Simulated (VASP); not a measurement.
# PbO (P-6m2) in VASP: density of states with PBE

Aim: the density of states of PbO with PBE.

Program: VASP 6.6.1. These are calculated values, not measurements. Logs are shortened: lines on timing, memory, paths and dates and some standing lists are left out, and cuts for length are marked.

## Step 1: The cell of the first run

The structure is hexagonal, space group P-6m2 (No. 187). The conventional cell has a = 3.568 Å, b = 3.568 Å, c = 3.295 Å, α = 90.00°, β = 90.00°, γ = 120.00°. Within 3.5 Å of Pb (site symmetry -6m2) lie 6 O at 2.64 Å and 2 Pb at 3.30 Å. O (site symmetry -6m2) has 6 Pb at 2.64 Å and 2 O at 3.30 Å within 3.5 Å.

## Step 2: Density of states, PBE, non-collinear spin, zero start, spin-orbit coupling

POSCAR reads:

```
PbO
1.0
    3.5678723414      0.0000000000      0.0000000000
   -1.7839361707      3.0898680851      0.0000000000
    0.0000000000      0.0000000000      3.2951134840
Pb O
1 1
Direct
    0.0000000000      0.0000000000      0.0000000000
    0.6666666667      0.3333333333      0.5000000000
```

INCAR.step1 reads:

```
SYSTEM = PbO
  PREC = Accurate
  ENCUT = 520
  EDIFF = 1E-6
  ISMEAR = 0
  SIGMA = 0.05
  LREAL = .FALSE.
  LASPH = .TRUE.
  NELM = 150
  ALGO = Normal
  ISIF = 2
  LWAVE = .FALSE.
  LCHARG = .TRUE.
  LNONCOLLINEAR = .TRUE.
  MAGMOM = 0 0 0 0 0 0
  LSORBIT = .TRUE.
  GGA_COMPAT = .FALSE.
  LORBMOM = .TRUE.
  GGA = PE
  NBANDS = 32
```

KPOINTS.step1 reads:

```
Automatic mesh
0
G
  12 12 10
  0 0 0
```

INCAR.step2 reads:

```
SYSTEM = PbO
  PREC = Accurate
  ENCUT = 520
  EDIFF = 1E-6
  ISMEAR = -5
  SIGMA = 0.05
  LREAL = .FALSE.
  LASPH = .TRUE.
  NELM = 150
  ALGO = Normal
  ISIF = 2
  LWAVE = .FALSE.
  LCHARG = .FALSE.
  LNONCOLLINEAR = .TRUE.
  MAGMOM = 0 0 0 0 0 0
  LORBIT = 10
  LSORBIT = .TRUE.
  GGA_COMPAT = .FALSE.
  LORBMOM = .TRUE.
  GGA = PE
  NBANDS = 32
  NEDOS = 2001
  ICHARG = 11
```

KPOINTS.step2 reads:

```
Automatic mesh
0
G
  18 18 15
  0 0 0
```

Potentials or basis: VASP PAW PBE potentials, release 64 (Pb_d, O).

Started as:

```
$ cat potpaw_PBE.64/Pb_d/POTCAR potpaw_PBE.64/O/POTCAR > POTCAR
$ cp INCAR.step1 INCAR
$ cp KPOINTS.step1 KPOINTS
$ mpirun -np 1 vasp_ncl > vasp.out
$ cp INCAR.step2 INCAR
$ cp KPOINTS.step2 KPOINTS
$ mpirun -np 1 vasp_ncl > vasp.out
```

OUTCAR:

```text
SYSTEM = PbO
   PREC = Accurate
   ENCUT = 520
   EDIFF = 1E-6
   ISMEAR = -5
   LREAL = .FALSE.
   LASPH = .TRUE.
   NELM = 150
   ISIF = 2
   LNONCOLLINEAR = .TRUE.
   LORBIT = 10
   LSORBIT = .TRUE.
   GGA = PE
   ICHARG = 11

 ion  position               nearest neighbor table
   1  0.000  0.000  0.000-   2 2.64   2 2.64   2 2.64   2 2.64   2 2.64   2 2.64
   2  0.667  0.333  0.500-   1 2.64   1 2.64   1 2.64   1 2.64   1 2.64   1 2.64

  LATTYP: Found a hexagonal cell.
 ALAT       =     3.5678723414
 C/A-ratio  =     0.9235513967

  Lattice vectors:

 A1 = (   3.5678723414,   0.0000000000,   0.0000000000)
 A2 = (  -1.7839361707,   3.0898680851,   0.0000000000)
 A3 = (   0.0000000000,   0.0000000000,   3.2951134840)

Analysis of symmetry for initial positions (statically):
=====================================================================
 Subroutine PRICEL returns:
 Original cell was already a primitive cell.

 Routine SETGRP: Setting up the symmetry group for a
 hexagonal supercell.

 Subroutine GETGRP returns: Found 12 space group operations
 (whereof 12 operations were pure point group operations)
 out of a pool of 24 trial point group operations.

The static configuration has the point symmetry D_3h.

Analysis of symmetry for dynamics (positions and initial velocities):
=====================================================================
 Subroutine PRICEL returns:
 Original cell was already a primitive cell.

 Routine SETGRP: Setting up the symmetry group for a
 hexagonal supercell.

 Subroutine GETGRP returns: Found 12 space group operations
 (whereof 12 operations were pure point group operations)
 out of a pool of 24 trial point group operations.

The dynamic configuration has the point symmetry D_3h.

Analysis of structural, dynamic, and magnetic symmetry:
=====================================================================
 Subroutine PRICEL returns:
 Original cell was already a primitive cell.

 Routine SETGRP: Setting up the symmetry group for a
 hexagonal supercell.

 Subroutine GETGRP returns: Found 12 space group operations
 (whereof 12 operations were pure point group operations)
 out of a pool of 24 trial point group operations.

The overall configuration has the point symmetry D_3h.

 Subroutine INISYM returns: Found 12 space group operations
 (whereof 12 operations are pure point group operations),
 and found     1 'primitive' translations

----------------------------------------------------------------------------------------

                                     Primitive cell

  volume of cell :      36.3262

  direct lattice vectors                    reciprocal lattice vectors
     3.567872341  0.000000000  0.000000000     0.280279086  0.161819206  0.000000000
    -1.783936171  3.089868085  0.000000000     0.000000000  0.323638412  0.000000000
     0.000000000  0.000000000  3.295113484     0.000000000  0.000000000  0.303479684

  length of vectors
     3.567872341  3.567872341  3.295113484     0.323638412  0.323638412  0.303479684

  position of ions in fractional coordinates (direct lattice)
     0.000000000  0.000000000  0.000000000
     0.666666667  0.333333333  0.500000000

  ion indices of the primitive-cell ions
   primitive index   ion index
                 1           1
                 2           2

----------------------------------------------------------------------------------------

 KPOINTS: Automatic mesh

Automatic generation of k-mesh.
 Grid dimensions read from file:
 generate k-points for:   18   18   15

 Generating k-lattice:

  Cartesian coordinates                     Fractional coordinates (reciprocal lattice)
     0.015571060  0.008989956  0.000000000     0.055555556  0.000000000  0.000000000
     0.000000000  0.017979912  0.000000000     0.000000000  0.055555556  0.000000000
     0.000000000  0.000000000  0.020231979     0.000000000  0.000000000  0.066666667

  Length of vectors
     0.017979912  0.017979912  0.020231979

  Shift w.r.t. Gamma in fractional coordinates (k-lattice)
     0.000000000  0.000000000  0.000000000

 TETIRR: Found   9309 inequivalent tetrahedra from    29160

 Subroutine IBZKPT returns following result:
 ===========================================

 Found    512 irreducible k-points:

 Following reciprocal coordinates:
            Coordinates               Weight
  0.000000  0.000000  0.000000      1.000000
  0.055556 -0.000000  0.000000      3.000000
 -0.055556  0.000000  0.000000      3.000000
  0.111111 -0.000000  0.000000      3.000000
 -0.111111  0.000000  0.000000      3.000000
  0.166667 -0.000000  0.000000      3.000000
[... 16 lines left out ...]
 -0.166667 -0.055556  0.000000      6.000000
[... 33 lines left out ...]
   EMIN   =  10.00;   EMAX   =-10.00  energy-range for DOS
   EFERMI =   0.00;   METHOD = LEGACY
   ISMEAR =    -5;   SIGMA  =   0.05  broadening in eV -4-tet -1-fermi 0-gaus
   EFERMI_NEDOS =   21; number of points for ismear=-14 and -15
   IALGO  =     38    algorithm
   IMIX   =      4    mixing-type and parameters
     AMIX     =   0.40;   BMIX     =  1.00
     AMIX_MAG =   1.60;   BMIX_MAG =  1.00
  volume/ion in A,a.u.               =      18.16       122.57
  Fermi-wavevector in a.u.,A,eV,Ry     =   1.341771  2.535579 24.495228  1.800348
  Thomas-Fermi vector in A             =   2.469978
   LORBIT       =     10    0 simple, 1 ext, 2 COOP (PROOUT), +10 PAW based schemes
   GGA     = PE    functional components
   LHFCALC =     F    Hartree Fock is set to
   AEXX    =    0.0000 exact exchange contribution
   IVDW    =     0    specifies the selected vdW correction
   LEPSILON=     F    determine dielectric tensor
   LRPA    =     F    only Hartree local field effects (RPA)
 Fermi weights with tetrahedron method with Bloechl corrections
  energy-cutoff  :      520.00
  volume of cell :       36.33
 maximum number of plane-waves:      2016

 number of electron      19.9999998 magnetization      -0.0000000      0.0000000     -0.0000000

 Free energy of the ion-electron system (eV)
  ---------------------------------------------------
  ext. energy  EPLUGINS =         0.00000000
  ---------------------------------------------------
  free energy    TOTEN  =       -10.52667424 eV

  energy without entropy =      -10.52667424  energy(sigma->0) =      -10.52667424

 E-fermi :   6.3014     XC(G=0): -10.5278

 val. band max:        6.3747697056   @ k =   0.3333   0.3333   0.0000
 cond. band min:       6.3518550050   @ k =   0.3333   0.2778   0.4667
 fundamental gap:     -0.0229147007
 Fermi energy:         6.3013591205

 k-point     1 :       0.0000    0.0000    0.0000
  band No.  band energies     occupation
      1     -11.7653      1.00000
      2     -11.7653      1.00000
      3     -11.7624      1.00000
      4     -11.7624      1.00000
      5     -11.2733      1.00000
      6     -11.2733      1.00000
[... 829 lines left out ...]
     31      21.0877      0.00000
     32      21.3375      0.00000

 [... further k-points ...]

------------------------ aborting loop because EDIFF is reached ----------------------------------------

  FORCE on cell =-STRESS in cart. coord.  units (eV):
  Direction    XX          YY          ZZ          XY          YZ          ZX
  --------------------------------------------------------------------------------------
  -------------------------------------------------------------------------------------
  Total       -0.0245778     -0.0245778     -0.0114746      0.0000000      0.0000000      0.0000000
  in kB       -1.0840123     -1.0840123     -0.5060898      0.0000000      0.0000000      0.0000000
  external PRESSURE =      -0.8913715 kB  Pullay stress =       0.0000000 kB

 VOLUME and BASIS-vectors are now :
 -----------------------------------------------------------------------------
  energy-cutoff  :      520.00
  volume of cell :       36.33
      direct lattice vectors                 reciprocal lattice vectors
     3.567872341  0.000000000  0.000000000     0.280279086  0.161819206  0.000000000
    -1.783936171  3.089868085  0.000000000     0.000000000  0.323638412  0.000000000
     0.000000000  0.000000000  3.295113484     0.000000000  0.000000000  0.303479684

 POSITION                                       TOTAL-FORCE (eV/Angst)
 -----------------------------------------------------------------------------------
      0.00000      0.00000      0.00000         0.000000      0.000000      0.000000
      1.78394      1.02996      1.64756        -0.000000      0.000000      0.000000
 -----------------------------------------------------------------------------------
    total drift:                               -0.001039      0.000600     -0.000000

  FREE ENERGIE OF THE ION-ELECTRON SYSTEM (eV)
  ---------------------------------------------------
  free  energy   TOTEN  =       -10.5266742410 eV

  energy  without entropy=      -10.5266742410  energy(sigma->0) =      -10.52667424

 orbital moment (x)

 # of ion     p       d       tot
 ----------------------------------------
  1         0.000   0.000   0.000
  2         0.000   0.000   0.000
 ----------------------------------------
            0.000   0.000   0.000

 orbital moment (y)

 # of ion     p       d       tot
 ----------------------------------------
  1        -0.000  -0.000  -0.000
  2         0.000   0.000   0.000
 ----------------------------------------
            0.000  -0.000   0.000

 orbital moment (z)

 # of ion     p       d       tot
 ----------------------------------------
  1         0.000   0.000   0.000
  2         0.000   0.000   0.000
 ----------------------------------------
            0.000   0.000   0.000

 Spin-Orbit-Coupling matrix elements

 Ion:    1  E_soc:     -0.7313725
 l=   1
     0.0000000    -0.0555451    -0.0555929
    -0.0555451     0.0000000    -0.0555451
    -0.0555929    -0.0555451     0.0000000
 l=   2
     0.0000000    -0.0131917     0.0000000    -0.0131917    -0.0536567
    -0.0131917     0.0000000    -0.0397754    -0.0130289    -0.0131917
     0.0000000    -0.0397754     0.0000000    -0.0397754     0.0000000
    -0.0131917    -0.0130289    -0.0397754     0.0000000    -0.0131917
    -0.0536567    -0.0131917     0.0000000    -0.0131917     0.0000000
 l=   3
     0.0000000     0.0000000     0.0000000     0.0000000     0.0000000     0.0000000     0.0000000
     0.0000000     0.0000000     0.0000000     0.0000000     0.0000000     0.0000000     0.0000000
     0.0000000     0.0000000     0.0000000     0.0000000     0.0000000     0.0000000     0.0000000
     0.0000000     0.0000000     0.0000000     0.0000000     0.0000000     0.0000000     0.0000000
     0.0000000     0.0000000     0.0000000     0.0000000     0.0000000     0.0000000     0.0000000
     0.0000000     0.0000000     0.0000000     0.0000000     0.0000000     0.0000000     0.0000000
     0.0000000     0.0000000     0.0000000     0.0000000     0.0000000     0.0000000     0.0000000

 Ion:    2  E_soc:     -0.0013707
 l=   1
     0.0000000    -0.0001986    -0.0002881
    -0.0001986     0.0000000    -0.0001986
    -0.0002881    -0.0001986     0.0000000
 l=   2
     0.0000000     0.0000000     0.0000000     0.0000000     0.0000000
     0.0000000     0.0000000     0.0000000     0.0000000     0.0000000
     0.0000000     0.0000000     0.0000000     0.0000000     0.0000000
     0.0000000     0.0000000     0.0000000     0.0000000     0.0000000
     0.0000000     0.0000000     0.0000000     0.0000000     0.0000000
 l=   3
     0.0000000     0.0000000     0.0000000     0.0000000     0.0000000     0.0000000     0.0000000
     0.0000000     0.0000000     0.0000000     0.0000000     0.0000000     0.0000000     0.0000000
     0.0000000     0.0000000     0.0000000     0.0000000     0.0000000     0.0000000     0.0000000
     0.0000000     0.0000000     0.0000000     0.0000000     0.0000000     0.0000000     0.0000000
     0.0000000     0.0000000     0.0000000     0.0000000     0.0000000     0.0000000     0.0000000
     0.0000000     0.0000000     0.0000000     0.0000000     0.0000000     0.0000000     0.0000000
     0.0000000     0.0000000     0.0000000     0.0000000     0.0000000     0.0000000     0.0000000

 total charge

# of ion       s       p       d       tot
------------------------------------------
    1        1.484   0.486   9.856  11.826
    2        1.589   3.277   0.000   4.866
--------------------------------------------------
tot          3.074   3.762   9.856  16.693

 magnetization (x)

# of ion       s       p       d       tot
------------------------------------------
    1       -0.000   0.000   0.000  -0.000
    2        0.000  -0.000   0.000  -0.000
--------------------------------------------------
tot         -0.000  -0.000   0.000  -0.000

 magnetization (y)

# of ion       s       p       d       tot
------------------------------------------
    1        0.000  -0.000   0.000  -0.000
    2        0.000   0.000   0.000   0.000
--------------------------------------------------
tot          0.000   0.000   0.000   0.000

 magnetization (z)

# of ion       s       p       d       tot
------------------------------------------
    1       -0.000   0.000   0.000  -0.000
    2        0.000   0.000   0.000   0.000
--------------------------------------------------
tot         -0.000   0.000   0.000   0.000
```

It took 14 min on 1 thread of Intel Xeon 6975P-C (Granite Rapids), shared host; peak memory 0.85 GiB.

What came out:

| Item | Value |
| --- | --- |
| Net moment | 0.00 μB per cell |
| Valence electrons inside the program's atomic spheres | Pb 11.83; O 4.87 |

Moments on the atoms (μB; x, y, z):
```
Pb  0.00 0.00 0.00
O   0.00 0.00 0.00
```
